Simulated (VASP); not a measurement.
A run of VASP 6.6.1:

INCAR

```
ALGO = Fast
EDIFF = 1E-7
ENCUT = 520
GGA = PS
ISIF = 2
ISMEAR = 0
LASPH = True
LCHARG = False
LREAL = False
LWAVE = False
NBANDS = 12
NELM = 100
PREC = Accurate
SIGMA = 0.15
```

KPOINTS

```
k-points
0
Gamma
  16 16 16
```

The input POSCAR:

```
Y
1.0
    0.0000000000      2.5160625000      2.5160625000
    2.4850000000      0.0310625000      2.4850000000
    2.4850000000      2.4850000000      0.0310625000
Y
1
Direct
    0.0000000000      0.0000000000      0.0000000000
```

Potentials or basis: VASP PAW PBE potentials, release 64 (Y_sv).

Command:

```console
$ cat potpaw_PBE.64/Y_sv/POTCAR > POTCAR
$ mpirun -np 1 vasp_std > vasp.out
```

Hardware: 1 thread of Intel(R) Xeon(R) Platinum 8559C (Emerald Rapids) (shared host).

Problem. Estimate the wall time of this run.

Solution. It took 2.7 min on 1 thread of Intel(R) Xeon(R) Platinum 8559C (Emerald Rapids), on a shared host, peak memory 0.39 GiB. Counts: scf iterations 17, k points 621.
